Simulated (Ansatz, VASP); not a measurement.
## MnSb: VASP beside Ansatz

The input INCAR:

```
PREC = Accurate ; ENCUT = 500
EDIFF = 1E-6 ; ISMEAR = 0
SIGMA = 0.05 ; LREAL = False
LASPH = True ; NELM = 200
ALGO = Normal ; ISIF = 2
LWAVE = False ; LCHARG = True
ISPIN = 2 ; MAGMOM = 3.92 0
LORBIT = 11 ; LMAXMIX = 4
GGA = PS ; LELF = True
LVHAR = True ; NBANDS = 20
GGA_COMPAT = False
```

Contents of KPOINTS:

```
regular mesh
0
Gamma
  10 10 10
```

File POSCAR:

```
MnSb
1.0
    0.0000000000      3.0413944868      3.0413944868
    3.0413944868      0.0000000000      3.0413944868
    3.0413944868      3.0413944868      0.0000000000
Mn Sb
1 1
Direct
    0.0000000000      0.0000000000      0.0000000000
    0.2500000000      0.2500000000      0.2500000000
```

Input for Ansatz:

```yaml
crystal:
  lattice:
    - [0.0, 3.0413944868, 3.0413944868]
    - [3.0413944868, 0.0, 3.0413944868]
    - [3.0413944868, 3.0413944868, 0.0]
  atoms:
    - { symbol: Mn, position: [0.0, 0.0, 0.0], spin: 3.92 }
    - { symbol: Sb, position: [0.25, 0.25, 0.25] }
basis:
  ecutwfc: 420
  ecutrho_ratio: 4
kpoints:
  mp_grid: { grid: [10, 10, 10] }
hamiltonian:
  xc: pbesol
scf:
  occupations: { method: gaussian, width: 0.05 }
output:
  forces: true
  stress: true
  eigenvalues: true
  populations: true
magnetization:
  spin_polarized: true
```

Alike in both runs: task single point; functional PBEsol; k mesh 10 × 10 × 10; occupations gaussian, width 0.05 eV; collinear spin.

|  | VASP | Ansatz |
| --- | --- | --- |
| version | VASP 6.6.1 | Ansatz 0.2.0 |
| potentials or method | VASP PAW PBE potentials, release 64 (Mn_pv, Sb), cutoff 500 eV | scalar-relativistic, plane waves, PAW |
| valence electrons in the cell | 18 | 30 |

|  | VASP | Ansatz | Ansatz less VASP |
| --- | --- | --- | --- |
| gap on the k mesh at the Fermi level (eV) | none | none | - |
| pressure (GPa) | -0.2 | -0.3 | -0.05 |
| net moment per atom (μB) | 2.00 | 2.00 | 0.000 |
| size of the moment on the site where the two differ most (μB) | 3.83 | 3.80 | -0.033 |

VASP's potentials were made for PBE, not for PBEsol. Site moments also hang on the region over which each program counts them. A gap of «none» marks a metal or a gap that the smearing closes. The functional is the same, so the differences come from potentials, cutoffs and numerics. VASP's potentials hold 18 valence electrons a cell and Ansatz's 30, so a difference there can come from the potentials and not from the codes.

Spin-orbit coupling is off throughout.
